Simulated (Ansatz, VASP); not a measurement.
**One calculation of Bi3O, two programs**

```xyz
8
Lattice="4.9985 0.0952 0.0270 -0.4214 4.9879 -0.1025 -0.6841 -0.4659 9.9919" Properties=species:S:1:pos:R:3 pbc="T T T"
Bi   -0.2837    2.4577    2.9463
Bi   -0.6402    2.2227    7.9410
Bi    2.3303    3.0256    0.0861
Bi    2.0044    2.8134    5.0806
Bi    2.8182    0.0617    2.6063
Bi    2.4555   -0.1613    7.6054
O     1.4951    1.7023    1.7368
O     1.1571    1.4967    6.7427
```

Change from the starting cell: the structure that the rattled cell fell into.

Alike in both runs: functional PBE; k mesh 4 × 4 × 2; occupations gaussian, width 0.1 eV; no spin polarisation.

Ansatz relaxed the structure, and its values are those at the end. VASP's run is a single point on that final structure, the one shown.

```csv
,VASP,Ansatz
version,VASP 6.6.1,Ansatz 0.2.0
potentials or method,"VASP PAW PBE potentials, release 64 (Bi_d, O), cutoff 520 eV","scalar-relativistic, plane waves, PAW"
valence electrons in the cell,102,102
```

```csv
,VASP,Ansatz,Ansatz less VASP
gap on the k mesh at the Fermi level (eV),none,none,-
pressure (GPa),0.0,0.0,+0.02
rms of the force components (eV/Å),0.020,0.009,-0.0110
```

A gap of «none» marks a metal or a gap that the smearing closes. With one functional, cell and mesh, what is left measures potentials, basis and numerics.

Spin-orbit coupling is off throughout.
